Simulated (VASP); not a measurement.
# Li (Fd-3m) in VASP: a series of runs

Li is run at these levels: r2SCAN; tasks: single point, relaxation of cell and atoms.

Program: VASP 6.6.1. These are calculated values, not measurements. Logs are shortened: lines on timing, memory, paths and dates and some standing lists are left out, and cuts for length are marked.

## Step 1: The cell of the first run

Symmetry: Fd-3m, No. 227, cubic system. The conventional cell has a = 5.914 Å, b = 5.914 Å, c = 5.914 Å, α = 90.00°, β = 90.00°, γ = 90.00°. Li (site symmetry -43m) has 4 Li at 2.56 Å within 3.4 Å.

This isn't the form of Li at room conditions, which is bcc.

## Step 2: Single point, r2SCAN

POSCAR reads:

```
Li
1.0
    0.0000000000      2.9572404615      2.9572404615
    2.9572404615      0.0000000000      2.9572404615
    2.9572404615      2.9572404615      0.0000000000
Li
2
Direct
    1.0000000000      1.0000000000      1.0000000000
    0.2500000000      0.2500000000      0.2500000000
```

INCAR.step1 reads:

```
SYSTEM = Li
PREC = Accurate
ENCUT = 830
ISMEAR = -1
SIGMA = 0.1
LREAL = .FALSE.
LASPH = .TRUE.
NELM = 120
NBANDS = 10
GGA = PE
ALGO = Normal
EDIFF = 1E-5
LWAVE = .TRUE.
LCHARG = .FALSE.
GGA_COMPAT = .FALSE.
```

INCAR.step2 reads:

```
SYSTEM = Li
PREC = Accurate
ENCUT = 830
EDIFF = 1E-6
ISMEAR = -1
SIGMA = 0.1
LREAL = .FALSE.
LASPH = .TRUE.
NELM = 120
ALGO = Normal
ISIF = 2
LWAVE = .FALSE.
LCHARG = .TRUE.
METAGGA = R2SCAN
LMIXTAU = .TRUE.
LELF = .TRUE.
LVHAR = .TRUE.
NBANDS = 10
ISTART = 1
GGA_COMPAT = .FALSE.
```

KPOINTS reads:

```
regular mesh
0
G
  6 6 6
  0 0 0
```

Potentials or basis: VASP PAW PBE potentials, release 64 (Li_sv).

On the command line:

```sh
cat potpaw_PBE.64/Li_sv/POTCAR > POTCAR
cp INCAR.step1 INCAR
mpirun -np 1 vasp_std > vasp.out
cp INCAR.step2 INCAR
mpirun -np 1 vasp_std > vasp.out
```

OUTCAR:

```text
SYSTEM = Li
   PREC = Accurate
   ENCUT = 830
   EDIFF = 1E-6
   ISMEAR = -1
   LREAL = .FALSE.
   LASPH = .TRUE.
   NELM = 120
   ISIF = 2
   METAGGA = R2SCAN
   ISTART = 1

 ion  position               nearest neighbor table
   1  0.000  0.000  0.000-   2 2.56   2 2.56   2 2.56   2 2.56
   2  0.250  0.250  0.250-   1 2.56   1 2.56   1 2.56   1 2.56

  LATTYP: Found a face centered cubic cell.
 ALAT       =     5.9144809230

  Lattice vectors:

 A1 = (   0.0000000000,   2.9572404615,   2.9572404615)
 A2 = (   2.9572404615,   0.0000000000,   2.9572404615)
 A3 = (   2.9572404615,   2.9572404615,   0.0000000000)

Analysis of symmetry for initial positions (statically):
=====================================================================
 Subroutine PRICEL returns:
 Original cell was already a primitive cell.

 Routine SETGRP: Setting up the symmetry group for a
 face centered cubic supercell.

 Subroutine GETGRP returns: Found 48 space group operations
 (whereof 24 operations were pure point group operations)
 out of a pool of 48 trial point group operations.

The static configuration has the point symmetry T_d .
 The point group associated with its full space group is O_h .

Analysis of symmetry for dynamics (positions and initial velocities):
=====================================================================
 Subroutine PRICEL returns:
 Original cell was already a primitive cell.

 Routine SETGRP: Setting up the symmetry group for a
 face centered cubic supercell.

 Subroutine GETGRP returns: Found 48 space group operations
 (whereof 24 operations were pure point group operations)
 out of a pool of 48 trial point group operations.

The dynamic configuration has the point symmetry T_d .
 The point group associated with its full space group is O_h .

 Subroutine INISYM returns: Found 48 space group operations
 (whereof 24 operations are pure point group operations),
 and found     1 'primitive' translations

----------------------------------------------------------------------------------------

                                     Primitive cell

  volume of cell :      51.7237

  direct lattice vectors                    reciprocal lattice vectors
     0.000000000  2.957240462  2.957240462    -0.169076545  0.169076545  0.169076545
     2.957240462  0.000000000  2.957240462     0.169076545 -0.169076545  0.169076545
     2.957240462  2.957240462  0.000000000     0.169076545  0.169076545 -0.169076545

  length of vectors
     4.182169568  4.182169568  4.182169568     0.292849166  0.292849166  0.292849166

  position of ions in fractional coordinates (direct lattice)
     0.000000000  0.000000000  0.000000000
     0.250000000  0.250000000  0.250000000

  ion indices of the primitive-cell ions
   primitive index   ion index
                 1           1
                 2           2

----------------------------------------------------------------------------------------

 KPOINTS: regular mesh

Automatic generation of k-mesh.
 Grid dimensions read from file:
 generate k-points for:    6    6    6

 Generating k-lattice:

  Cartesian coordinates                     Fractional coordinates (reciprocal lattice)
    -0.028179424  0.028179424  0.028179424     0.166666667  0.000000000  0.000000000
     0.028179424 -0.028179424  0.028179424     0.000000000  0.166666667  0.000000000
     0.028179424  0.028179424 -0.028179424     0.000000000  0.000000000  0.166666667

  Length of vectors
     0.048808194  0.048808194  0.048808194

  Shift w.r.t. Gamma in fractional coordinates (k-lattice)
     0.000000000  0.000000000  0.000000000

 Subroutine IBZKPT returns following result:
 ===========================================

 Found     16 irreducible k-points:

 Following reciprocal coordinates:
            Coordinates               Weight
  0.000000  0.000000  0.000000      1.000000
  0.166667  0.000000  0.000000      8.000000
  0.333333  0.000000  0.000000      8.000000
  0.500000  0.000000  0.000000      4.000000
  0.166667  0.166667  0.000000      6.000000
  0.333333  0.166667  0.000000     24.000000
[... 8 lines left out ...]
 -0.333333  0.333333  0.166667     24.000000
 -0.333333  0.500000  0.166667     12.000000
   k-points           NKPTS =     16   k-points in BZ     NKDIM =     16   number of bands    NBANDS=     10
   number of dos      NEDOS =    301   number of ions     NIONS =      2
   total plane-waves  NPLWV =  64000
   dimension x,y,z NGX =    40 NGY =   40 NGZ =   40
   dimension x,y,z NGXF=    80 NGYF=   80 NGZF=   80
   ions per type =               2
   NGX,Y,Z   is equivalent  to a cutoff of  15.90, 15.90, 15.90 a.u.
   NGXF,Y,Z  is equivalent  to a cutoff of  31.80, 31.80, 31.80 a.u.
 SYSTEM =  Li
   PREC   = accura    normal or accurate (medium, high low for compatibility)
   ISTART =      1    job   : 0-new  1-cont  2-samecut
   ICHARG =      0    charge: 1-file 2-atom 10-const
   ISPIN  =      1    spin polarized calculation?
   LNONCOLLINEAR =      F non collinear calculations
   LSORBIT =      F    spin-orbit coupling
   LASPH  =      T    aspherical Exc in radial PAW
   ENCUT  =  830.0 eV  61.00 Ry    7.81 a.u.   9.82  9.82  9.82*2*pi/ulx,y,z
   NELM   =    120;   NELMIN=  2; NELMDL=  0     # of ELM steps
   EDIFF  = 0.1E-05   stopping-criterion for ELM
   LREAL  =      F    real-space projection
   EDIFFG = 0.1E-04   stopping-criterion for IOM
   NSW    =      0    number of steps for IOM
   IBRION =     -1    ionic relax: 0-MD 1-quasi-New 2-CG
   NFREE  =      0    steps in history (QN), initial steepest desc. (CG)
   ISIF   =      2    stress and relaxation
   ISYM   =      2    0-nonsym 1-usesym 2-fastsym
   POTIM  = 0.5000    time-step for ionic-motion
   TEBEG  =    0.0;   TEEND  =   0.0 temperature during run
   PSTRESS=    0.0 pullay stress
   NELECT =       6.0000    total number of electrons
   NUPDOWN=      -1.0000    fix difference up-down
   EMIN   =  10.00;   EMAX   =-10.00  energy-range for DOS
   EFERMI =   0.00;   METHOD = LEGACY
   ISMEAR =    -1;   SIGMA  =   0.10  broadening in eV -4-tet -1-fermi 0-gaus
   EFERMI_NEDOS =   21; number of points for ismear=-14 and -15
   IALGO  =     38    algorithm
   IMIX   =      4    mixing-type and parameters
     AMIX     =   0.40;   BMIX     =  1.00
     AMIX_MAG =   1.60;   BMIX_MAG =  1.00
  volume/ion in A,a.u.               =      25.86       174.52
  Fermi-wavevector in a.u.,A,eV,Ry     =   0.798415  1.508785  8.673255  0.637466
  Thomas-Fermi vector in A             =   1.905321
   LORBIT       =      0    0 simple, 1 ext, 2 COOP (PROOUT), +10 PAW based schemes
   METAGGA = R2SCAN    functional components
   LHFCALC =     F    Hartree Fock is set to
   AEXX    =    0.0000 exact exchange contribution
   IVDW    =     0    specifies the selected vdW correction
   LEPSILON=     F    determine dielectric tensor
   LRPA    =     F    only Hartree local field effects (RPA)
 non-spin polarized calculation
  energy-cutoff  :      830.00
  volume of cell :       51.72
 maximum number of plane-waves:      2824
   NGX = 19   NGY = 19   NGZ = 19

 number of electron       5.9999999 magnetization

 Free energy of the ion-electron system (eV)
  ---------------------------------------------------
  ext. energy  EPLUGINS =         0.00000000
  ---------------------------------------------------
  free energy    TOTEN  =        -3.72130541 eV

  energy without entropy =       -3.69452622  energy(sigma->0) =       -3.70791582

 E-fermi :   0.3430     XC(G=0):  -6.8314

 val. band max:        0.3330838462   @ k =   0.5000   0.5000   0.0000
 cond. band min:       0.4770844753   @ k =   0.5000   0.1667   0.0000
 fundamental gap:      0.1440006291
 Fermi energy:         0.3429691922

 k-point     1 :       0.0000    0.0000    0.0000
  band No.  band energies     occupation
      1     -49.3014      2.00000
      2     -49.2279      2.00000
      3      -3.4129      2.00000
      4       6.4104      0.00000
      5       6.4104      0.00000
      6       6.4104      0.00000
      7       7.4774      0.00000
      8       7.4774      0.00000
      9       7.4774      0.00000
     10      12.4691      0.00000

 k-point     2 :       0.1667    0.0000    0.0000
  band No.  band energies     occupation
      1     -49.2977      2.00000
      2     -49.2315      2.00000
      3      -3.1087      2.00000
      4       4.1402      0.00000
      5       5.6823      0.00000
      6       5.6823      0.00000
      7       8.3730      0.00000
      8       8.3730      0.00000
      9       9.2088      0.00000
     10      10.9649      0.00000

 k-point     3 :       0.3333    0.0000    0.0000
  band No.  band energies     occupation
      1     -49.2888      2.00000
      2     -49.2402      2.00000
      3      -2.2130      2.00000
      4       1.6008      0.00001
      5       5.0962      0.00000
      6       5.0962      0.00000
      7       8.1256      0.00000
      8       8.1256      0.00000
      9       9.9659      0.00000
     10      10.3872      0.00000

 k-point     4 :       0.5000    0.0000    0.0000
  band No.  band energies     occupation
      1     -49.2828      2.00000
      2     -49.2461      2.00000
      3      -1.1316      2.00000
      4      -0.0562      1.96374
      5       4.9244      0.00000
      6       4.9244      0.00000
      7       7.7137      0.00000
      8       7.7137      0.00000
      9       9.6582      0.00000
     10      10.7544      0.00000
[... 118 lines left out ...]
 k-point    14 :       0.5000    0.3333    0.1667
  band No.  band energies     occupation
      1     -49.2803      2.00000
      2     -49.2485      2.00000
      3      -1.3850      2.00000
      4       2.2189      0.00000
      5       2.2852      0.00000
      6       3.4855      0.00000
      7       7.7707      0.00000
      8       8.3180      0.00000
      9      10.5546      0.00000
     10      12.5570      0.00000

 k-point    15 :      -0.3333    0.3333    0.1667
  band No.  band energies     occupation
      1     -49.2735      2.00000
      2     -49.2552      2.00000
      3      -0.2131      1.99234
      4       0.5870      0.16037
      5       2.4975      0.00000
      6       2.6264      0.00000
      7       7.7130      0.00000
      8       9.2891      0.00000
      9      11.1768      0.00000
     10      12.0605      0.00000

 k-point    16 :      -0.3333    0.5000    0.1667
  band No.  band energies     occupation
      1     -49.2643      2.00000
      2     -49.2643      2.00000
      3       0.6444      0.09358
      4       0.6444      0.09358
      5       1.8845      0.00000
      6       1.8845      0.00000
      7       7.8457      0.00000
      8       7.8457      0.00000
      9      12.3717      0.00000
     10      12.3717      0.00000

------------------------ aborting loop because EDIFF is reached ----------------------------------------

  FORCE on cell =-STRESS in cart. coord.  units (eV):
  Direction    XX          YY          ZZ          XY          YZ          ZX
  --------------------------------------------------------------------------------------
  -------------------------------------------------------------------------------------
  Total       -0.0513435     -0.0513435     -0.0513435      0.0000000     -0.0000000      0.0000000
  in kB       -1.5903980     -1.5903980     -1.5903980      0.0000000     -0.0000000      0.0000000
  external PRESSURE =      -1.5903980 kB  Pullay stress =       0.0000000 kB

 VOLUME and BASIS-vectors are now :
 -----------------------------------------------------------------------------
  energy-cutoff  :      830.00
  volume of cell :       51.72
      direct lattice vectors                 reciprocal lattice vectors
     0.000000000  2.957240462  2.957240462    -0.169076545  0.169076545  0.169076545
     2.957240462  0.000000000  2.957240462     0.169076545 -0.169076545  0.169076545
     2.957240462  2.957240462  0.000000000     0.169076545  0.169076545 -0.169076545

 POSITION                                       TOTAL-FORCE (eV/Angst)
 -----------------------------------------------------------------------------------
      0.00000      0.00000      0.00000        -0.000000     -0.000000     -0.000000
      1.47862      1.47862      1.47862         0.000000      0.000000      0.000000
 -----------------------------------------------------------------------------------
    total drift:                                0.000000     -0.000000      0.000000

  FREE ENERGIE OF THE ION-ELECTRON SYSTEM (eV)
  ---------------------------------------------------
  free  energy   TOTEN  =        -3.7213054142 eV

  energy  without entropy=       -3.6945262186  energy(sigma->0) =       -3.70791582
```

Run time: 2 min. Hardware: 1 thread of Intel Xeon 8259CL, shared host; peak memory 0.22 GiB.

What came out:

* Free energy: -3.7213 eV
* Pressure: -0.2 GPa
* Band gap on the k mesh: zero (bands 3 and 4 overlap by 0.70 eV)

Caveat: the PAW data sets were made with another functional, which shifts forces and pressure a little.

## Step 3: Relaxation of cell and atoms, r2SCAN

This run uses another cell than the first one, of 28.09 Å³/atom.

POSCAR reads:

```
Li
1.0
    0.0000000000      3.0400000000      3.0400000000
    3.0400000000      0.0000000000      3.0400000000
    3.0400000000      3.0400000000      0.0000000000
Li
2
Direct
    1.0000000000      1.0000000000      1.0000000000
    0.2500000000      0.2500000000      0.2500000000
```

INCAR.step1 reads:

```
ALGO = Normal ; EDIFF = 1E-5
EDIFFG = -0.005 ; ENCUT = 830
GGA = PE ; GGA_COMPAT = False
IBRION = 2 ; ISIF = 3
ISMEAR = -1 ; LASPH = True
LCHARG = False ; LREAL = False
LWAVE = True ; NELM = 120
NELMIN = 4 ; NSW = 100
PREC = Accurate ; SIGMA = 0.1
```

INCAR.step2 reads:

```
ALGO = Normal ; EDIFF = 1E-7
EDIFFG = -0.02 ; ENCUT = 830
GGA_COMPAT = False ; IBRION = 2
ISIF = 3 ; ISMEAR = -1
ISTART = 1 ; LASPH = True
LCHARG = False ; LMIXTAU = True
LREAL = False ; LWAVE = False
METAGGA = R2SCAN ; NELM = 120
NELMIN = 4 ; NSW = 80
PREC = Accurate ; SIGMA = 0.1
```

KPOINTS reads:

```
k-points
0
Gamma
  6 6 6
```

Potentials or basis: VASP PAW PBE potentials, release 64 (Li_sv).

On the command line:

```sh
cat potpaw_PBE.64/Li_sv/POTCAR > POTCAR
cp INCAR.step1 INCAR
mpirun -np 1 vasp_std > vasp.out
cp INCAR.step2 INCAR
mpirun -np 1 vasp_std > vasp.out
```

Wall time 6.1 min (1 thread of Intel Xeon 8259CL, shared host); peak memory 0.22 GiB.

It converged, with:

```yaml
Free_energy: -3.7206 eV
Relaxed_volume: 24.72 Å³/atom
Relaxed_cell: a = 4.120 Å, b = 4.120 Å, c = 4.120 Å, α = 60.00°, β = 60.00°, γ = 60.00°
Space_group_after_relaxing_to_0.1_Å: Fd-3m (No. 227)
Energy_gained_by_relaxing: 4.9 meV/atom
Ionic_steps: 4
Pressure_after_relaxing: 0.1 GPa
Band_gap_on_the_k_mesh: zero (bands 3 and 4 overlap by 0.66 eV)
```

Step by step:
| step | energy change (eV) | largest force (eV/Å) | pressure (GPa) | volume (Å³) |
| --- | --- | --- | --- | --- |
| 1 | 0.0000 | 0.0000 | -0.49 | 56.19 |
| 2 | -0.0021 | 0.0000 | -0.50 | 55.49 |
| 3 | -0.0082 | 0.0000 | -0.36 | 53.42 |
| 4 | -0.0098 | 0.0000 | 0.07 | 49.43 |

Final structure:
```
CELL_PARAMETERS angstrom
0.00000 2.91294 2.91294
2.91294 0.00000 2.91294
2.91294 2.91294 0.00000
ATOMIC_POSITIONS crystal
Li 0.00000 0.00000 0.00000
Li 0.25000 0.25000 0.25000
```

Levels at points of the mesh, in eV from the Fermi level:
```tsv
k point	band 1	band 2	band 3	band 4	band 5	band 6
(0.00, 0.00, 0.00)	-49.64	-49.56	-3.86	6.22	6.22	6.22
(0.50, 0.00, 0.00)	-49.62	-49.58	-1.56	-0.38	4.69	4.69
(0.50, 0.50, 0.00)	-49.60	-49.60	-0.03	-0.03	2.40	2.40
```

Caveat: the PAW data sets were made with another functional, which shifts forces and pressure a little.

The gap in the log of VASP goes by the Fermi energy; the results here count the filled bands.